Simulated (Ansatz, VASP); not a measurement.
**One calculation of CuO, two programs**

File INCAR:

```
SYSTEM = CuO
PREC = Accurate
ENCUT = 600
EDIFF = 1E-6
ISMEAR = -1
SIGMA = 0.04
LREAL = .False.
LASPH = .True.
NELM = 120
ALGO = Normal
ISIF = 2
LWAVE = .False.
LCHARG = .False.
GGA = PE
NBANDS = 34
GGA_COMPAT = .False.
```

Contents of KPOINTS:

```
regular mesh
0
Gamma
  4 4 4
  0 0 0
```

The input POSCAR:

```
CuO
1.0
    4.1609370000      0.0000000000      0.0000000000
    0.0000000000      4.1609370000      0.0000000000
    0.0000000000      0.0000000000      3.8876430000
Cu O
3 3
Direct
    0.5000000000      0.0000000000      0.5000000000
    0.0000000000      0.5000000000      0.5000000000
    0.0000000000      0.0000000000      0.0000000000
    0.0000000000      0.0000000000      0.5000000000
    0.5000000000      0.0000000000      0.0000000000
    0.0000000000      0.5000000000      0.0000000000
```

input.yaml

```yaml
crystal:
  lattice:
    - [4.160937, 0.0, 0.0]
    - [0.0, 4.160937, 0.0]
    - [0.0, 0.0, 3.887643]
  atoms:
    - { symbol: Cu, position: [0.5, 0.0, 0.5] }
    - { symbol: Cu, position: [0.0, 0.5, 0.5] }
    - { symbol: Cu, position: [0.0, 0.0, 0.0] }
    - { symbol: O, position: [0.0, 0.0, 0.5] }
    - { symbol: O, position: [0.5, 0.0, 0.0] }
    - { symbol: O, position: [0.0, 0.5, 0.0] }
kpoints:
  mp_grid: { grid: [4, 4, 4] }
scf:
  occupations: { method: fermi_dirac, width: 0.04 }
hamiltonian:
  xc: pbe
  pseudopotentials: { kind: all_electron, lapw: { basis_error: 0.002 } }
output:
  forces: true
  stress: true
  eigenvalues: true
```

Alike in both runs: task single point; functional PBE; k mesh 4 × 4 × 4; occupations fermi-dirac, width 0.04 eV; no spin polarisation.

|  | VASP | Ansatz |
| --- | --- | --- |
| version | VASP 6.6.1 | Ansatz 0.2.0 |
| potentials or method | VASP PAW PBE potentials, release 64 (Cu, O), cutoff 600 eV | all-electron LAPW, scalar-relativistic |

Ansatz gave:

```
gap on the k mesh at the Fermi level (eV)                     : none
pressure (GPa)                                                : 2.0
traceless stress, the component that is largest in VASP (GPa) : -0.62
```

Q: Which values does VASP return?

A: gap on the k mesh at the Fermi level (eV): none; pressure (GPa): 2.5; traceless stress, the component that is largest in VASP (GPa): -0.02.

A gap of «none» marks a metal or a gap that the smearing closes. Ansatz ran all-electron here, and VASP with PAW potentials.

The k mesh is coarse, so the values compare programs but aren't converged. Noted on Ansatz's run: the k mesh is thin for a metal, which can move the energy by tens of meV per atom.
